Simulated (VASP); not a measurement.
# Ru: single point with PBEsol

Crystal: Ru.

```
Ru
1.0
     2.58092    0.00000    0.00000
    -1.29046    2.23514    0.00000
     0.00000    0.00000    4.06625
Ru
2
Cartesian
  0.0000 1.4901 1.0166
  1.2905 0.7450 3.0497
```

This cell differs from its parent crystal: volume scaled by 0.88.

```
Program                : VASP 6.6.1
Task                   : single point
Functional             : PBEsol
Potentials or basis    : VASP PAW PBE potentials, release 64 (Ru_pv)
Cutoff                 : 520 eV
k mesh                 : 22 × 22 × 12
Occupations            : fermi-dirac, width 0.1 eV
Spin                   : no spin polarisation
Dipole correction      : no
Further INCAR settings : ALGO = Normal; EDIFF = 1e-07; NBANDS = 21
```

```json
{
 "Pressure": "60.4 GPa",
 "Band gap on the k mesh": "zero (band 14 reaches 17.60 eV, above the bottom of band 15 at 13.56 eV)"
}
```

Stress tensor (GPa, compression positive):
```
58.58  0.00  0.00
 0.00 58.58  0.00
 0.00  0.00 63.89
```

Levels at points of the mesh, in eV from the Fermi level:
```tsv
k point	band 12	band 13	band 14	band 15	band 16	band 17
(0.00, 0.00, 0.00)	-2.40	-2.40	-1.79	-1.79	1.45	1.45
(0.50, 0.00, 0.00)	-2.08	-1.83	1.79	2.34	2.48	4.94
(0.00, 0.00, 0.50)	-3.49	-3.19	-3.19	0.70	0.70	0.70
(0.50, 0.00, 0.50)	-1.37	0.55	0.55	2.12	2.12	4.02
```

Run time: 54 s on 1 thread of Intel(R) Xeon(R) 6975P-C (Granite Rapids), on a shared host, peak memory 0.25 GiB.

Caveat: the PAW data sets were made with another functional, which shifts forces and pressure a little.
